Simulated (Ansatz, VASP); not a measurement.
# Two plane-wave programs on CdSe

INCAR

```
PREC = Accurate
ENCUT = 520
EDIFF = 1E-6
ISMEAR = 0
SIGMA = 0.01
LREAL = F
LASPH = T
NELM = 60
ALGO = Normal
ISIF = 2
LWAVE = F
LCHARG = F
GGA = RP
NBANDS = 16
```

KPOINTS

```
regular mesh
0
Gamma
  6 6 6
```

Contents of POSCAR:

```
CdSe
1.0
    4.3420190000      0.0000000000      0.0000000000
    2.1710095000      3.7602987577      0.0000000000
    2.1710095000      1.2534329192      3.5452436678
Cd Se
1 1
Direct
    0.0000000000      0.0000000000      0.0000000000
    0.7500000000      0.7500000000      0.7500000000
```

Input for Ansatz:

```yaml
crystal:
  lattice:
    a: 4.342019
    b: 4.342019
    c: 4.342019
    alpha: 60.0
    beta: 60.0
    gamma: 60.0
  atoms:
    - { symbol: Cd, position: [0.0, 0.0, 0.0] }
    - { symbol: Se, position: [0.75, 0.75, 0.75] }
kpoints:
  mp_grid:
    grid: [6, 6, 6]
hamiltonian:
  xc: rpbe
  pseudopotentials:
    kind: paw
scf:
  occupations:
    method: fixed
output:
  stress: true
  eigenvalues: true
```

Alike in both runs: task single point; functional RPBE; k mesh 6 × 6 × 6; no spin polarisation.

```csv
,VASP,Ansatz
version,VASP 6.6.1,Ansatz 0.2.0
potentials or method,"VASP PAW PBE potentials, release 64 (Cd, Se)","plane waves, PAW"
plane-wave cutoff (eV),520,420
occupations,"gaussian, width 0.01 eV",fixed
valence electrons in the cell,18,36
```

VASP gave:

| Quantity | Value |
| --- | --- |
| gap on the k mesh at the Fermi level (eV) | 0.72 |
| pressure (GPa) | 3.5 |

Which values does Ansatz return?

gap on the k mesh at the Fermi level (eV): 0.73; pressure (GPa): 3.2.

VASP's potentials were made for PBE, not for RPBE. VASP's potentials hold 18 valence electrons a cell and Ansatz's 36, so a difference there can come from the potentials and not from the codes.
